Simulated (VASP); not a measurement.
## BaTiO3: single point with PBE

Crystal: BaTiO3.

```
CELL_PARAMETERS angstrom
3.98686 0.00000 0.00000
0.00000 3.98686 0.00000
0.00000 0.00000 4.19417
ATOMIC_POSITIONS crystal
Ba 0.00000 0.00000 0.98988
Ti 0.50000 0.50000 0.47260
O 0.50000 0.50000 0.04029
O 0.50000 0.00000 0.52011
O 0.00000 0.50000 0.52011
```

| Item | Value |
| --- | --- |
| Program | VASP 6.6.1 |
| Task | single point |
| Functional | PBE |
| Potentials or basis | VASP PAW PBE potentials, release 64 (Ba_sv, Ti_sv, O) |
| Cutoff | 520 eV |
| k mesh | 6 × 6 × 6 |
| Occupations | gaussian, width 0.05 eV |
| Spin | collinear spin |
| Starting moments | [0.0, 1.0, 0.0, 0.0, 0.0] μB |

```yaml
Pressure: 1.6 GPa
Largest_force: 0.082 eV/Å
Band_gap_on_the_k_mesh: 1.79 eV (least direct gap 2.35 eV)
Net_moment: 0.00 μB per cell
Valence_electrons_inside_the_program's_atomic_spheres: Ba 7.96; Ti 10.25; O 5.03, 5.02 (each value once)
```

Forces on the atoms (eV/Å):
```
Ba   0.000  0.000  0.047
Ti   0.000  0.000  0.077
O    0.000  0.000 -0.082
O    0.000  0.000 -0.021
O    0.000  0.000 -0.021
```

Stress tensor (GPa, compression positive):
```
1.54 0.00 0.00
0.00 1.54 0.00
0.00 0.00 1.68
```

Levels at points of the mesh, in eV from the valence-band top:
Spin up:
```
           k point  band 17  band 18  band 19  band 20  band 21  band 22  band 23  band 24
(0.00, 0.00, 0.00)    -1.32    -0.91    -0.56    -0.56     1.79     2.42     2.42     4.00
(0.50, 0.00, 0.00)    -1.96    -1.71    -1.57    -1.33     2.50     3.42     3.52     4.07
(0.50, 0.50, 0.00)    -2.03    -1.16    -1.16    -0.06     3.56     3.56     3.90     4.11
(0.00, 0.00, 0.50)    -2.06    -2.00    -0.74    -0.74     1.91     3.44     3.44     4.00
(0.50, 0.00, 0.50)    -1.86    -1.17    -1.09    -0.51     3.45     3.47     3.71     4.77
(0.50, 0.50, 0.50)    -2.63    -0.45    -0.45     0.00     3.95     3.95     4.06     5.95
```
Spin down:
```tsv
k point	band 18	band 19	band 20	band 21	band 22	band 23
(0.00, 0.00, 0.00)	-0.91	-0.56	-0.56	1.79	2.42	2.42
(0.50, 0.00, 0.00)	-1.71	-1.57	-1.33	2.50	3.42	3.52
(0.50, 0.50, 0.00)	-1.16	-1.16	-0.06	3.56	3.56	3.90
(0.00, 0.00, 0.50)	-2.00	-0.74	-0.74	1.91	3.44	3.44
(0.50, 0.00, 0.50)	-1.17	-1.09	-0.51	3.45	3.47	3.71
(0.50, 0.50, 0.50)	-0.45	-0.45	0.00	3.95	3.95	4.06
```

Wall time 4.5 min on 1 thread of Intel Xeon 8259CL, with other jobs on the host, peak memory 0.28 GiB.

Caveat: spin-orbit coupling is left out, which moves the levels of the heavy elements. PBE gaps usually lie below the measured ones, often by a third to a half.
